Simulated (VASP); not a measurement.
# H (Cmcm) in VASP: single point with PBE

Aim: the single point of H with PBE.

Program: VASP 6.6.1. These are calculated values, not measurements. Logs are shortened: lines on timing, memory, paths and dates and some standing lists are left out, and cuts for length are marked.

### 1 The cell of the first run

It takes space group Cmcm (No. 63, orthorhombic). The conventional cell has a = 2.440 Å, b = 5.545 Å, c = 11.482 Å, α = 90.00°, β = 90.00°, γ = 90.00°. H (site symmetry m2m) has 6 H at 2.44 to 3.03 Å within 3.2 Å.

### 2 Single point, PBE

INCAR reads:

```
SYSTEM = H
  PREC = Accurate
  ENCUT = 500
  EDIFF = 1E-6
  ISMEAR = 0
  SIGMA = 0.0132
  LREAL = .False.
  LASPH = .True.
  NELM = 120
  ALGO = Normal
  ISIF = 2
  LWAVE = .False.
  LCHARG = .True.
  GGA = PE
  LELF = .True.
  LVHAR = .True.
  NBANDS = 8
  ISYM = -1
  GGA_COMPAT = .False.
```

KPOINTS reads:

```
explicit points
64
Reciprocal
  0.06250000   0.06250000   0.25000000 2
  0.06250000   0.06250000   0.75000000 2
  0.06250000   0.18750000   0.25000000 2
  0.06250000   0.18750000   0.75000000 2
  0.06250000   0.31250000   0.25000000 2
  0.06250000   0.31250000   0.75000000 2
  0.06250000   0.43750000   0.25000000 2
  0.06250000   0.43750000   0.75000000 2
  0.06250000   0.56250000   0.25000000 2
  0.06250000   0.56250000   0.75000000 2
  0.06250000   0.68750000   0.25000000 2
  0.06250000   0.68750000   0.75000000 2
  0.06250000   0.81250000   0.25000000 2
  0.06250000   0.81250000   0.75000000 2
  0.06250000   0.93750000   0.25000000 2
  0.06250000   0.93750000   0.75000000 2
  0.18750000   0.06250000   0.25000000 2
  0.18750000   0.06250000   0.75000000 2
  0.18750000   0.18750000   0.25000000 2
  0.18750000   0.18750000   0.75000000 2
  0.18750000   0.31250000   0.25000000 2
  0.18750000   0.31250000   0.75000000 2
  0.18750000   0.43750000   0.25000000 2
  0.18750000   0.43750000   0.75000000 2
  0.18750000   0.56250000   0.25000000 2
  0.18750000   0.56250000   0.75000000 2
  0.18750000   0.68750000   0.25000000 2
  0.18750000   0.68750000   0.75000000 2
  0.18750000   0.81250000   0.25000000 2
  0.18750000   0.81250000   0.75000000 2
  0.18750000   0.93750000   0.25000000 2
  0.18750000   0.93750000   0.75000000 2
  0.31250000   0.06250000   0.25000000 2
  0.31250000   0.06250000   0.75000000 2
  0.31250000   0.18750000   0.25000000 2
  0.31250000   0.18750000   0.75000000 2
  0.31250000   0.31250000   0.25000000 2
  0.31250000   0.31250000   0.75000000 2
  0.31250000   0.43750000   0.25000000 2
  0.31250000   0.43750000   0.75000000 2
  0.31250000   0.56250000   0.25000000 2
  0.31250000   0.56250000   0.75000000 2
  0.31250000   0.68750000   0.25000000 2
  0.31250000   0.68750000   0.75000000 2
  0.31250000   0.81250000   0.25000000 2
  0.31250000   0.81250000   0.75000000 2
  0.31250000   0.93750000   0.25000000 2
  0.31250000   0.93750000   0.75000000 2
  0.43750000   0.06250000   0.25000000 2
  0.43750000   0.06250000   0.75000000 2
  0.43750000   0.18750000   0.25000000 2
  0.43750000   0.18750000   0.75000000 2
  0.43750000   0.31250000   0.25000000 2
  0.43750000   0.31250000   0.75000000 2
  0.43750000   0.43750000   0.25000000 2
  0.43750000   0.43750000   0.75000000 2
  0.43750000   0.56250000   0.25000000 2
  0.43750000   0.56250000   0.75000000 2
  0.43750000   0.68750000   0.25000000 2
  0.43750000   0.68750000   0.75000000 2
  0.43750000   0.81250000   0.25000000 2
  0.43750000   0.81250000   0.75000000 2
  0.43750000   0.93750000   0.25000000 2
  0.43750000   0.93750000   0.75000000 2
```

POSCAR reads:

```
H
1.0
    0.0000000000      2.4404730000      0.0000000000
    2.7726160000     -1.2202360000      0.0000000000
    0.0000000000      0.0000000000    -11.4820050000
H
2
Direct
    0.8290000000      0.6580000000      0.7500000000
    0.1710000000      0.3420000000      0.2500000000
```

Potentials or basis: VASP PAW PBE potentials, release 64 (H).

Launch:

```console
> cat potpaw_PBE.64/H/POTCAR > POTCAR
> mpirun -np 1 vasp_std > vasp.out
```

OUTCAR:

```text
SYSTEM = H
   PREC = Accurate
   ENCUT = 500
   EDIFF = 1E-6
   ISMEAR = 0
   LREAL = .False.
   LASPH = .True.
   NELM = 120
   ISIF = 2
   GGA = PE
   ISYM = -1

 ion  position               nearest neighbor table
   1  0.829  0.658  0.750-
   2  0.171  0.342  0.250-

IMPORTANT INFORMATION: All symmetrisations will be switched off!
NOSYMM: (Re-)initialisation of all symmetry stuff for point group C_1.

----------------------------------------------------------------------------------------

                                     Primitive cell

  volume of cell :      77.6929

  direct lattice vectors                    reciprocal lattice vectors
     0.000000000  2.440473000  0.000000000     0.180335032  0.409756633  0.000000000
     2.772616000 -1.220236000  0.000000000     0.360670212  0.000000000  0.000000000
     0.000000000  0.000000000-11.482005000     0.000000000  0.000000000 -0.087092803

  length of vectors
     2.440473000  3.029253271 11.482005000     0.447684289  0.360670212  0.087092803

  position of ions in fractional coordinates (direct lattice)
     0.829000000  0.658000000  0.750000000
     0.171000000  0.342000000  0.250000000

  ion indices of the primitive-cell ions
   primitive index   ion index
                 1           1
                 2           2

----------------------------------------------------------------------------------------

 KPOINTS: explicit points

Read explicit list of k-points.

 Found     64 k-points:

 Following reciprocal coordinates:
            Coordinates               Weight
  0.062500  0.062500  0.250000      0.015625
  0.062500  0.062500  0.750000      0.015625
  0.062500  0.187500  0.250000      0.015625
  0.062500  0.187500  0.750000      0.015625
  0.062500  0.312500  0.250000      0.015625
  0.062500  0.312500  0.750000      0.015625
[... 16 lines left out ...]
  0.187500  0.437500  0.250000      0.015625
  0.187500  0.437500  0.750000      0.015625
 [... further k-points ...]
   k-points           NKPTS =     64   k-points in BZ     NKDIM =     64   number of bands    NBANDS=      8
   number of dos      NEDOS =    301   number of ions     NIONS =      2
   total plane-waves  NPLWV =  36288
   dimension x,y,z NGX =    18 NGY =   24 NGZ =   84
   dimension x,y,z NGXF=    36 NGYF=   48 NGZF=  168
   ions per type =               2
   NGX,Y,Z   is equivalent  to a cutoff of  12.26, 13.17, 12.16 a.u.
   NGXF,Y,Z  is equivalent  to a cutoff of  24.52, 26.34, 24.32 a.u.
 SYSTEM =  H
   PREC   = accura    normal or accurate (medium, high low for compatibility)
   ISTART =      0    job   : 0-new  1-cont  2-samecut
   ICHARG =      2    charge: 1-file 2-atom 10-const
   ISPIN  =      1    spin polarized calculation?
   LNONCOLLINEAR =      F non collinear calculations
   LSORBIT =      F    spin-orbit coupling
   LASPH  =      T    aspherical Exc in radial PAW
   ENCUT  =  500.0 eV  36.75 Ry    6.06 a.u.   4.45  5.52 20.93*2*pi/ulx,y,z
   NELM   =    120;   NELMIN=  2; NELMDL= -5     # of ELM steps
   EDIFF  = 0.1E-05   stopping-criterion for ELM
   LREAL  =      F    real-space projection
   EDIFFG = 0.1E-04   stopping-criterion for IOM
   NSW    =      0    number of steps for IOM
   IBRION =     -1    ionic relax: 0-MD 1-quasi-New 2-CG
   NFREE  =      0    steps in history (QN), initial steepest desc. (CG)
   ISIF   =      2    stress and relaxation
   ISYM   =     -1    0-nonsym 1-usesym 2-fastsym
   POTIM  = 0.5000    time-step for ionic-motion
   TEBEG  =    0.0;   TEEND  =   0.0 temperature during run
   PSTRESS=    0.0 pullay stress
   NELECT =       2.0000    total number of electrons
   NUPDOWN=      -1.0000    fix difference up-down
   EMIN   =  10.00;   EMAX   =-10.00  energy-range for DOS
   EFERMI =   0.00;   METHOD = LEGACY
   ISMEAR =     0;   SIGMA  =   0.01  broadening in eV -4-tet -1-fermi 0-gaus
   EFERMI_NEDOS =   21; number of points for ismear=-14 and -15
   IALGO  =     38    algorithm
   IMIX   =      4    mixing-type and parameters
     AMIX     =   0.40;   BMIX     =  1.00
     AMIX_MAG =   1.60;   BMIX_MAG =  1.00
  volume/ion in A,a.u.               =      38.85       262.15
  Fermi-wavevector in a.u.,A,eV,Ry     =   0.483383  0.913461  3.179120  0.233659
  Thomas-Fermi vector in A             =   1.482516
   LORBIT       =      0    0 simple, 1 ext, 2 COOP (PROOUT), +10 PAW based schemes
   GGA     = PE    functional components
   LHFCALC =     F    Hartree Fock is set to
   AEXX    =    0.0000 exact exchange contribution
   IVDW    =     0    specifies the selected vdW correction
   LEPSILON=     F    determine dielectric tensor
   LRPA    =     F    only Hartree local field effects (RPA)
 non-spin polarized calculation
 Gauss-broadening in eV      SIGMA  =   0.01
  energy-cutoff  :      500.00
  volume of cell :       77.69
 maximum number of plane-waves:      2007
 NGX is ok and might be reduce to    18
   NGX =  9   NGY = 11   NGZ = 41

 number of electron       2.0000000 magnetization

 Free energy of the ion-electron system (eV)
  ---------------------------------------------------
  ext. energy  EPLUGINS =         0.00000000
  ---------------------------------------------------
  free energy    TOTEN  =        -1.67569952 eV

  energy without entropy =       -1.67569952  energy(sigma->0) =       -1.67569952

 E-fermi :  -6.0303     XC(G=0):  -3.5518

 val. band max:       -6.0910645407   @ k =   0.1875   0.5625   0.2500
 cond. band min:      -5.9460241295   @ k =   0.3125   0.6875   0.2500
 fundamental gap:      0.1450404112
 Fermi energy:        -6.0303295122

 k-point     1 :       0.0625    0.0625    0.2500
  band No.  band energies     occupation
      1      -7.8925      2.00000
      2      -7.8682      2.00000
      3      -0.2861      0.00000
      4       0.6036      0.00000
      5       2.3959      0.00000
      6       4.5099      0.00000
      7       7.7840      0.00000
      8       8.7746      0.00000
[... 243 lines left out ...]
 k-point    24 :       0.1875    0.4375    0.7500
  band No.  band energies     occupation
      1      -5.6150      0.00000
      2      -5.6098      0.00000
      3       2.3185      0.00000
      4       2.4342      0.00000
      5       4.5804      0.00000
      6       5.5024      0.00000
      7       5.9120      0.00000
      8       6.8711      0.00000

 [... further k-points ...]

------------------------ aborting loop because EDIFF is reached ----------------------------------------

  FORCE on cell =-STRESS in cart. coord.  units (eV):
  Direction    XX          YY          ZZ          XY          YZ          ZX
  --------------------------------------------------------------------------------------
  -------------------------------------------------------------------------------------
  Total       -0.8140942     -4.1482007     -0.0243086      0.0002942     -0.0000000     -0.0000000
  in kB      -16.7881861    -85.5438661     -0.5012892      0.0060665     -0.0000005     -0.0000004
  external PRESSURE =     -34.2777805 kB  Pullay stress =       0.0000000 kB

 VOLUME and BASIS-vectors are now :
 -----------------------------------------------------------------------------
  energy-cutoff  :      500.00
  volume of cell :       77.69
      direct lattice vectors                 reciprocal lattice vectors
     0.000000000  2.440473000  0.000000000     0.180335032  0.409756633  0.000000000
     2.772616000 -1.220236000  0.000000000     0.360670212  0.000000000  0.000000000
     0.000000000  0.000000000-11.482005000     0.000000000  0.000000000 -0.087092803

 POSITION                                       TOTAL-FORCE (eV/Angst)
 -----------------------------------------------------------------------------------
      1.82438      1.22024     -8.61150         0.000007      0.000032     -0.000000
      0.94823      0.00000     -2.87050        -0.000007     -0.000032      0.000000
 -----------------------------------------------------------------------------------
    total drift:                               -0.000000      0.000000     -0.000000

  FREE ENERGIE OF THE ION-ELECTRON SYSTEM (eV)
  ---------------------------------------------------
  free  energy   TOTEN  =        -1.6756995240 eV

  energy  without entropy=       -1.6756995240  energy(sigma->0) =       -1.67569952
```

Wall time 29 s (1 thread of Intel Xeon Platinum 8259CL at 2.50GHz (Skylake/Cascade Lake), shared host); peak memory 0.18 GiB.

Results:

| Quantity | Value |
| --- | --- |
| Free energy | -1.6757 eV |
| Pressure | -3.4 GPa |
| Band gap on the k mesh | zero (bands 1 and 2 overlap by 3.75 eV) |

Caveat: the cell stands under tension.
